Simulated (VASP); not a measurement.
The system is PbS (Galena).

```
Pb S
1.0
     0.00000    3.02392    3.02392
     3.02392    0.00000    3.02392
     3.02392    3.02392    0.00000
Pb S
1 1
Direct
  0.00000 0.00000 0.00000
  0.50000 0.50000 0.50000
```

Base run:

```yaml
Program: VASP 6.6.1
Functional: PBEsol
Dispersion: D4
Potentials_or_basis: VASP PAW PBE potentials, release 64 (Pb_d, S)
Cutoff: 520 eV
k_mesh: 8 × 8 × 8
Occupations: fermi-dirac, width 0.05 eV
Spin: no spin polarisation
```

Its results: band gap on the k mesh 0.45 eV, direct; pressure -3.8 GPa.

After a change of settings the same cell gave: band gap on the k mesh 0.66 eV, direct; pressure 2.4 GPa. Which change was it?
A. functional from PBEsol to BLYP; further incar settings from ALGO = Normal; EDIFF = 1e-06; NBANDS = 17 to ALGO = Normal; EDIFF = 1e-07; NBANDS = 17
B. dispersion from D4 to none; cutoff from 520 eV to 500 eV
C. functional from PBEsol to r2SCAN; dispersion from D4 to rVV10
D. functional from PBEsol to revPBE; dispersion from D4 to D3(BJ)

A.

Caveats: the PAW data sets were made with another functional, which shifts forces and pressure a little; spin-orbit coupling is left out, which moves the levels of the heavy elements.
